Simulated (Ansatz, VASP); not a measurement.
Mg3Zn2O3 in VASP and in Ansatz

Contents of INCAR:

```
  PREC = Accurate
  ENCUT = 520
  EDIFF = 1E-6
  ISMEAR = 0
  SIGMA = 0.1
  LREAL = Auto
  LASPH = True
  NELM = 80
  ALGO = Normal
  ISIF = 2
  LWAVE = False
  LCHARG = False
  GGA = PE
  NBANDS = 62
```

Contents of KPOINTS:

```
regular mesh
0
Gamma
  10 10 2
```

File POSCAR:

```
Mg3Zn2O3
1.0
    2.9695491995      0.0000000000      0.0000000000
    0.0000000000      2.9695491995      0.0000000000
    0.0000000000      0.0000000000     20.9047896624
Mg Zn O
6 4 6
Direct
    0.0000000000      0.5000000000      0.9486511095
    0.0000000000      0.5000000000      0.1539073427
    0.0000000000      0.5000000000      0.7423437625
    0.5000000000      0.0000000000      0.8460926573
    0.5000000000      0.0000000000      0.0513488905
    0.5000000000      0.0000000000      0.2576562375
    0.0000000000      0.5000000000      0.3776101301
    0.5000000000      0.0000000000      0.6223898699
    0.0000000000      0.5000000000      0.5429278463
    0.5000000000      0.0000000000      0.4570721537
    0.0000000000      0.5000000000      0.8458561669
    0.0000000000      0.5000000000      0.2569439912
    0.0000000000      0.5000000000      0.0513141839
    0.5000000000      0.0000000000      0.9486858161
    0.5000000000      0.0000000000      0.1541438331
    0.5000000000      0.0000000000      0.7430560088
```

Input for Ansatz:

```yaml
crystal:
  lattice:
    - [2.9695491995, 0.0, 0.0]
    - [0.0, 2.9695491995, 0.0]
    - [0.0, 0.0, 20.9047896624]
  atoms:
    - { symbol: Mg, position: [0.0, 0.5, 0.9486511095] }
    - { symbol: Mg, position: [0.0, 0.5, 0.1539073427] }
    - { symbol: Mg, position: [0.0, 0.5, 0.7423437625] }
    - { symbol: Mg, position: [0.5, 0.0, 0.8460926573] }
    - { symbol: Mg, position: [0.5, 0.0, 0.0513488905] }
    - { symbol: Mg, position: [0.5, 0.0, 0.2576562375] }
    - { symbol: Zn, position: [0.0, 0.5, 0.3776101301] }
    - { symbol: Zn, position: [0.5, 0.0, 0.6223898699] }
    - { symbol: Zn, position: [0.0, 0.5, 0.5429278463] }
    - { symbol: Zn, position: [0.5, 0.0, 0.4570721537] }
    - { symbol: O, position: [0.0, 0.5, 0.8458561669] }
    - { symbol: O, position: [0.0, 0.5, 0.2569439912] }
    - { symbol: O, position: [0.0, 0.5, 0.0513141839] }
    - { symbol: O, position: [0.5, 0.0, 0.9486858161] }
    - { symbol: O, position: [0.5, 0.0, 0.1541438331] }
    - { symbol: O, position: [0.5, 0.0, 0.7430560088] }
basis:
  ecutwfc: 420
kpoints:
  mp_grid: { grid: [10, 10, 2] }
  band_path:
    path:
      - [[0.0, 0.0, 0.0], [0.0, 0.5, 0.0], [0.5, 0.5, 0.0], [0.0, 0.0, 0.0], [0.0, 0.0, 0.5], [0.0, 0.5, 0.5], [0.5, 0.5, 0.5], [0.0, 0.0, 0.5]]
      - [[0.0, 0.5, 0.0], [0.0, 0.5, 0.5]]
      - [[0.5, 0.5, 0.0], [0.5, 0.5, 0.5]]
    npoints: 10
hamiltonian:
  xc: pbe
scf:
  occupations: { method: gaussian, width: 0.1 }
  n_extra_bands: 40
output:
  forces: true
  stress: true
  eigenvalues: true
  populations: true
  dos: { projected: true, de: 0.02, nscf_kmesh: { grid: [12, 12, 3] } }
  bader: false
  write_density: true
  write_potential: true
  elf: true
  volumetric_format: npy
```

Alike in both runs: task single point; functional PBE; k mesh 10 × 10 × 2; occupations gaussian, width 0.1 eV; no spin polarisation.

```csv
,VASP,Ansatz
version,VASP 6.6.1,Ansatz 0.2.0
potentials or method,"VASP PAW PBE potentials, release 64 (Mg, Zn, O), cutoff 520 eV","scalar-relativistic, plane waves, PAW"
valence electrons in the cell,96,144
```

Ansatz gave:

```
gap on the k mesh at the Fermi level (eV) : none
pressure (GPa)                            : 0.0
rms of the force components (eV/Å)        : 0.001
```

Problem. Which values does VASP return?

Solution. gap on the k mesh at the Fermi level (eV): none; pressure (GPa): -0.4; rms of the force components (eV/Å): 0.006.

Atom by atom the forces differ by 0.006 eV/Å (rms over components). A gap of «none» marks a metal or a gap that the smearing closes. The functional is the same, so the differences come from potentials, cutoffs and numerics. VASP's potentials hold 96 valence electrons a cell and Ansatz's 144, so a difference there can come from the potentials and not from the codes.
